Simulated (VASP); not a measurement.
Input of a VASP 6.6.1 run:

File INCAR:

```
PREC = Accurate
ENCUT = 520
EDIFF = 1E-6
ISMEAR = -1
SIGMA = 0.05
LREAL = F
LASPH = T
NELM = 100
ALGO = Normal
ISIF = 2
LWAVE = F
LCHARG = T
GGA = PS
IVDW = 13
LELF = T
LVHAR = T
NBANDS = 14
```

KPOINTS

```
regular mesh
0
Gamma
  8 8 8
```

Contents of POSCAR:

```
NaCl
1.0
    0.0000000000      2.7861562866      2.7861562866
    2.7861562866      0.0000000000      2.7861562866
    2.7861562866      2.7861562866      0.0000000000
Cl Na
1 1
Direct
    0.5000000000      0.5000000000      0.5000000000
    0.0000000000      0.0000000000      0.0000000000
```

Potentials or basis: VASP PAW PBE potentials, release 64 (Cl, Na_pv).

The run is started by

```console
$ cat potpaw_PBE.64/Cl/POTCAR potpaw_PBE.64/Na_pv/POTCAR > POTCAR
$ mpirun -np 1 vasp_std > vasp.out
```

Q: Predict the band gap on the k mesh.

A: 5.07 eV.

Q: Estimate the dispersion energy per atom.

A: -0.060 eV.
